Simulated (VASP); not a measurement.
# Ge (P-3m1) in VASP: notebook

The runs below take Ge through single point, with PBE.

Everything below comes from runs of VASP 6.6.1. Logs are shortened: lines on timing, memory, paths and dates and some standing lists are left out, and cuts for length are marked.

### Step 1. The cell of the first run

The structure is trigonal, space group P-3m1 (No. 164). Conventional cell: a = 4.063 Å, b = 4.063 Å, c = 3.304 Å, α = 90.00°, β = 90.00°, γ = 120.00°. Ge (site symmetry 3m) has 3 Ge at 2.52 Å within 3.3 Å.

### Step 2. Single point, PBE

Input file INCAR:

```
SYSTEM = Ge
PREC = Accurate
ENCUT = 520
EDIFF = 1E-6
ISMEAR = -1
SIGMA = 0.05
LREAL = .False.
LASPH = .True.
NELM = 80
ALGO = Normal
ISIF = 2
LWAVE = .False.
LCHARG = .False.
GGA = PE
NBANDS = 21
```

Input file KPOINTS:

```
regular mesh
0
Gamma
  8 8 8
  0 0 0
```

Input file POSCAR:

```
Ge
1.0
    4.0629567567      0.0000000000      0.0000000000
   -2.0314734119      3.5186247870      0.0000000000
    0.0000000000      0.0000000000      3.3042532870
Ge
2
Direct
    0.6666700000      0.3333300000      0.1408600000
    0.3333300000      0.6666700000      0.8591400000
```

Potentials or basis: VASP PAW PBE potentials, release 64 (Ge_d).

The run is started by

```console
$ cat potpaw_PBE.64/Ge_d/POTCAR > POTCAR
$ mpirun -np 1 vasp_std > vasp.out
```

OUTCAR:

```text
SYSTEM = Ge
   PREC = Accurate
   ENCUT = 520
   EDIFF = 1E-6
   ISMEAR = -1
   LREAL = .False.
   LASPH = .True.
   NELM = 80
   ISIF = 2
   GGA = PE

 ion  position               nearest neighbor table
   1  0.667  0.333  0.141-   2 2.52   2 2.52   2 2.52
   2  0.333  0.667  0.859-   1 2.52   1 2.52   1 2.52

  LATTYP: Found a hexagonal cell.
 ALAT       =     4.0629567567
 C/A-ratio  =     0.8132632181

  Lattice vectors:

 A1 = (   4.0629567567,   0.0000000000,   0.0000000000)
 A2 = (  -2.0314734119,   3.5186247870,   0.0000000000)
 A3 = (   0.0000000000,   0.0000000000,   3.3042532870)

Analysis of symmetry for initial positions (statically):
=====================================================================
 Subroutine PRICEL returns:
 Original cell was already a primitive cell.

 Routine SETGRP: Setting up the symmetry group for a
 hexagonal supercell.

 Subroutine GETGRP returns: Found  4 space group operations
 (whereof  4 operations were pure point group operations)
 out of a pool of 24 trial point group operations.

The static configuration has the point symmetry C_2h.

Analysis of symmetry for dynamics (positions and initial velocities):
=====================================================================
 Subroutine PRICEL returns:
 Original cell was already a primitive cell.

 Routine SETGRP: Setting up the symmetry group for a
 hexagonal supercell.

 Subroutine GETGRP returns: Found  4 space group operations
 (whereof  4 operations were pure point group operations)
 out of a pool of 24 trial point group operations.

The dynamic configuration has the point symmetry C_2h.

 Subroutine INISYM returns: Found  4 space group operations
 (whereof  4 operations are pure point group operations),
 and found     1 'primitive' translations

----------------------------------------------------------------------------------------

                                     Primitive cell

  volume of cell :      47.2377

  direct lattice vectors                    reciprocal lattice vectors
     4.062956757  0.000000000  0.000000000     0.246126174  0.142100624  0.000000000
    -2.031473412  3.518624787  0.000000000     0.000000000  0.284201943  0.000000000
     0.000000000  0.000000000  3.304253287     0.000000000  0.000000000  0.302640238

  length of vectors
     4.062956757  4.062955158  3.304253287     0.284201831  0.284201943  0.302640238

  position of ions in fractional coordinates (direct lattice)
     0.666670000  0.333330000  0.140860000
     0.333330000  0.666670000  0.859140000

  ion indices of the primitive-cell ions
   primitive index   ion index
                 1           1
                 2           2

----------------------------------------------------------------------------------------

 KPOINTS: regular mesh

Automatic generation of k-mesh.
 Grid dimensions read from file:
 generate k-points for:    8    8    8

 Generating k-lattice:

  Cartesian coordinates                     Fractional coordinates (reciprocal lattice)
     0.030765772  0.017762578  0.000000000     0.125000000  0.000000000  0.000000000
     0.000000000  0.035525243  0.000000000     0.000000000  0.125000000  0.000000000
     0.000000000  0.000000000  0.037830030     0.000000000  0.000000000  0.125000000

  Length of vectors
     0.035525229  0.035525243  0.037830030

  Shift w.r.t. Gamma in fractional coordinates (k-lattice)
     0.000000000  0.000000000  0.000000000

 Subroutine IBZKPT returns following result:
 ===========================================

 Found    150 irreducible k-points:

 Following reciprocal coordinates:
            Coordinates               Weight
  0.000000  0.000000  0.000000      1.000000
  0.125000 -0.000000  0.000000      4.000000
 -0.125000  0.125000  0.000000      2.000000
  0.250000 -0.000000  0.000000      4.000000
 -0.250000  0.250000  0.000000      2.000000
  0.375000 -0.000000  0.000000      4.000000
[... 16 lines left out ...]
  0.125000 -0.000000  0.125000      4.000000
  0.000000  0.125000  0.125000      4.000000
 [... further k-points ...]
   k-points           NKPTS =    150   k-points in BZ     NKDIM =    150   number of bands    NBANDS=     21
   number of dos      NEDOS =    301   number of ions     NIONS =      2
   total plane-waves  NPLWV =  25200
   dimension x,y,z NGX =    30 NGY =   30 NGZ =   28
   dimension x,y,z NGXF=    60 NGYF=   60 NGZF=   56
   ions per type =               2
   NGX,Y,Z   is equivalent  to a cutoff of  12.28, 12.28, 14.09 a.u.
   NGXF,Y,Z  is equivalent  to a cutoff of  24.55, 24.55, 28.18 a.u.
 SYSTEM =  Ge
   PREC   = accura    normal or accurate (medium, high low for compatibility)
   ISTART =      0    job   : 0-new  1-cont  2-samecut
   ICHARG =      2    charge: 1-file 2-atom 10-const
   ISPIN  =      1    spin polarized calculation?
   LNONCOLLINEAR =      F non collinear calculations
   LSORBIT =      F    spin-orbit coupling
   LASPH  =      T    aspherical Exc in radial PAW
   ENCUT  =  520.0 eV  38.22 Ry    6.18 a.u.   7.55  7.55  6.14*2*pi/ulx,y,z
   NELM   =     80;   NELMIN=  2; NELMDL= -5     # of ELM steps
   EDIFF  = 0.1E-05   stopping-criterion for ELM
   LREAL  =      F    real-space projection
   EDIFFG = 0.1E-04   stopping-criterion for IOM
   NSW    =      0    number of steps for IOM
   IBRION =     -1    ionic relax: 0-MD 1-quasi-New 2-CG
   NFREE  =      0    steps in history (QN), initial steepest desc. (CG)
   ISIF   =      2    stress and relaxation
   ISYM   =      2    0-nonsym 1-usesym 2-fastsym
   POTIM  = 0.5000    time-step for ionic-motion
   TEBEG  =    0.0;   TEEND  =   0.0 temperature during run
   PSTRESS=    0.0 pullay stress
   NELECT =      28.0000    total number of electrons
   NUPDOWN=      -1.0000    fix difference up-down
   EMIN   =  10.00;   EMAX   =-10.00  energy-range for DOS
   EFERMI =   0.00;   METHOD = LEGACY
   ISMEAR =    -1;   SIGMA  =   0.05  broadening in eV -4-tet -1-fermi 0-gaus
   EFERMI_NEDOS =   21; number of points for ismear=-14 and -15
   IALGO  =     38    algorithm
   IMIX   =      4    mixing-type and parameters
     AMIX     =   0.40;   BMIX     =  1.00
     AMIX_MAG =   1.60;   BMIX_MAG =  1.00
  volume/ion in A,a.u.               =      23.62       159.39
  Fermi-wavevector in a.u.,A,eV,Ry     =   1.375196  2.598744 25.730858  1.891165
  Thomas-Fermi vector in A             =   2.500554
   LORBIT       =      0    0 simple, 1 ext, 2 COOP (PROOUT), +10 PAW based schemes
   GGA     = PE    functional components
   LHFCALC =     F    Hartree Fock is set to
   AEXX    =    0.0000 exact exchange contribution
   IVDW    =     0    specifies the selected vdW correction
   LEPSILON=     F    determine dielectric tensor
   LRPA    =     F    only Hartree local field effects (RPA)
 non-spin polarized calculation
  energy-cutoff  :      520.00
  volume of cell :       47.24
 maximum number of plane-waves:      1292
   NGX = 15   NGY = 15   NGZ = 13

 number of electron      27.9999967 magnetization

 Free energy of the ion-electron system (eV)
  ---------------------------------------------------
  ext. energy  EPLUGINS =         0.00000000
  ---------------------------------------------------
  free energy    TOTEN  =        -8.43193846 eV

  energy without entropy =       -8.42366193  energy(sigma->0) =       -8.42780019

 E-fermi :   4.4063     XC(G=0):  -9.9072

 val. band max:        4.3959164040   @ k =   0.3750  -0.2500   0.3750
 cond. band min:       4.4181551279   @ k =   0.2500   0.1250   0.3750
 fundamental gap:      0.0222387239
 Fermi energy:         4.4063131792

 k-point     1 :       0.0000    0.0000    0.0000
  band No.  band energies     occupation
      1     -20.2129      2.00000
      2     -20.2129      2.00000
      3     -20.1608      2.00000
      4     -20.1418      2.00000
      5     -20.1418      2.00000
      6     -20.1394      2.00000
[... 13 lines left out ...]
     20      16.8202      0.00000
     21      18.1145      0.00000

 k-point     2 :       0.1250   -0.0000    0.0000
  band No.  band energies     occupation
      1     -20.2163      2.00000
      2     -20.2139      2.00000
      3     -20.1581      2.00000
      4     -20.1500      2.00000
      5     -20.1371      2.00000
      6     -20.1244      2.00000
[... 13 lines left out ...]
     20      15.8805      0.00000
     21      16.3955      0.00000

 k-point     3 :      -0.1250    0.1250    0.0000
  band No.  band energies     occupation
      1     -20.2163      2.00000
      2     -20.2139      2.00000
      3     -20.1581      2.00000
      4     -20.1500      2.00000
      5     -20.1371      2.00000
      6     -20.1244      2.00000
[... 13 lines left out ...]
     20      15.8805      0.00000
     21      16.3956      0.00000

 k-point     4 :       0.2500   -0.0000    0.0000
  band No.  band energies     occupation
      1     -20.2188      2.00000
      2     -20.2156      2.00000
      3     -20.1730      2.00000
      4     -20.1364      2.00000
      5     -20.1251      2.00000
      6     -20.1054      2.00000
[... 13 lines left out ...]
     20      14.4278      0.00000
     21      15.3851      0.00000

 k-point     5 :      -0.2500    0.2500    0.0000
  band No.  band energies     occupation
      1     -20.2188      2.00000
      2     -20.2156      2.00000
      3     -20.1730      2.00000
      4     -20.1363      2.00000
      5     -20.1251      2.00000
      6     -20.1054      2.00000
[... 13 lines left out ...]
     20      14.4279      0.00000
     21      15.3852      0.00000
[... 382 lines left out ...]
     20      12.8747      0.00000
     21      13.5912      0.00000

 k-point    22 :       0.0000    0.0000    0.1250
  band No.  band energies     occupation
      1     -20.2145      2.00000
      2     -20.2145      2.00000
      3     -20.1549      2.00000
      4     -20.1462      2.00000
      5     -20.1462      2.00000
      6     -20.1351      2.00000
[... 13 lines left out ...]
     20      15.4487      0.00000
     21      16.0252      0.00000

 k-point    23 :       0.1250   -0.0000    0.1250
  band No.  band energies     occupation
      1     -20.2169      2.00000
      2     -20.2153      2.00000
      3     -20.1579      2.00000
      4     -20.1467      2.00000
      5     -20.1387      2.00000
      6     -20.1251      2.00000
[... 13 lines left out ...]
     20      14.3099      0.00000
     21      15.5307      0.00000

 k-point    24 :       0.0000    0.1250    0.1250
  band No.  band energies     occupation
      1     -20.2184      2.00000
      2     -20.2137      2.00000
      3     -20.1572      2.00000
      4     -20.1439      2.00000
      5     -20.1438      2.00000
      6     -20.1237      2.00000
[... 13 lines left out ...]
     20      14.2083      0.00000
     21      15.7926      0.00000

 [... further k-points ...]

------------------------ aborting loop because EDIFF is reached ----------------------------------------

  FORCE on cell =-STRESS in cart. coord.  units (eV):
  Direction    XX          YY          ZZ          XY          YZ          ZX
  --------------------------------------------------------------------------------------
  -------------------------------------------------------------------------------------
  Total        0.2438834      0.2441162     -1.0421978      0.0002018      0.0001580     -0.0002737
  in kB        8.2718809      8.2797769    -35.3486025      0.0068457      0.0053593     -0.0092824
  external PRESSURE =      -6.2656482 kB  Pullay stress =       0.0000000 kB

 VOLUME and BASIS-vectors are now :
 -----------------------------------------------------------------------------
  energy-cutoff  :      520.00
  volume of cell :       47.24
      direct lattice vectors                 reciprocal lattice vectors
     4.062956757  0.000000000  0.000000000     0.246126174  0.142100624  0.000000000
    -2.031473412  3.518624787  0.000000000     0.000000000  0.284201943  0.000000000
     0.000000000  0.000000000  3.304253287     0.000000000  0.000000000  0.302640238

 POSITION                                       TOTAL-FORCE (eV/Angst)
 -----------------------------------------------------------------------------------
      2.03150      1.17286      0.46544        -0.000282      0.000163      0.070050
     -0.00002      2.34576      2.83882         0.000282     -0.000163     -0.070050
 -----------------------------------------------------------------------------------
    total drift:                                0.000000      0.000000      0.000000

  FREE ENERGIE OF THE ION-ELECTRON SYSTEM (eV)
  ---------------------------------------------------
  free  energy   TOTEN  =        -8.4319384609 eV

  energy  without entropy=       -8.4236619260  energy(sigma->0) =       -8.42780019
```

It took 94 s on 1 thread of Intel Xeon Platinum 8375C at 2.90GHz (Ice Lake), shared host; peak memory 0.24 GiB.

Results:

* Free energy: -8.4319 eV
* Pressure: -0.6 GPa
* Largest force: 0.070 eV/Å
* Band gap on the k mesh: zero (band 14 reaches 6.95 eV, above the bottom of band 15 at 1.99 eV)

Forces on the atoms (eV/Å):
```
Ge   0.000  0.000  0.070
Ge   0.000  0.000 -0.070
```

Stress tensor (GPa, compression positive):
```
 0.83  0.00  0.00
 0.00  0.83  0.00
 0.00  0.00 -3.53
```

[end of part 1 of 2]
